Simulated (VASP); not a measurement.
Pt, 1 atom in the cell. Symmetry: Fmmm, No. 69, orthorhombic system. The conventional cell has a = 3.168 Å, b = 4.397 Å, c = 4.565 Å, α = 90.00°, β = 90.00°, γ = 90.00°. Pt (site symmetry mmm) has 14 Pt at 2.71 to 3.17 Å within 3.6 Å.  This cell differs from its parent crystal: strain +0.0375 x Voigt [0, 0, 0, 1, 0, 0].

| Item | Value |
| --- | --- |
| Program | VASP 6.6.1 |
| Task | single point |
| Functional | r2SCAN |
| Potentials or basis | VASP PAW PBE potentials, release 64 (Pt) |
| Cutoff | 520 eV |
| k mesh | 22 × 22 × 22 |
| Occupations | gaussian, width 0.15 eV |
| Spin | no spin polarisation |
| Dipole correction | no |
| Further INCAR settings | ALGO = Normal; EDIFF = 1e-06; NBANDS = 11 |

Potentials or basis: VASP PAW PBE potentials, release 64 (Pt).

The run is started by

```sh
$ cat potpaw_PBE.64/Pt/POTCAR > POTCAR
$ cp INCAR.step1 INCAR
$ mpirun -np 1 vasp_std > vasp.out
$ cp INCAR.step2 INCAR
$ mpirun -np 1 vasp_std > vasp.out
```

Hardware: 1 thread of Oxide Virtual Turin-like Processor, on a shared host.

Q: How long does it take, and how much memory?

A: It took 18 min on 1 thread of Oxide Virtual Turin-like Processor, on a shared host, peak memory 0.33 GiB. Counts: k points 1530.
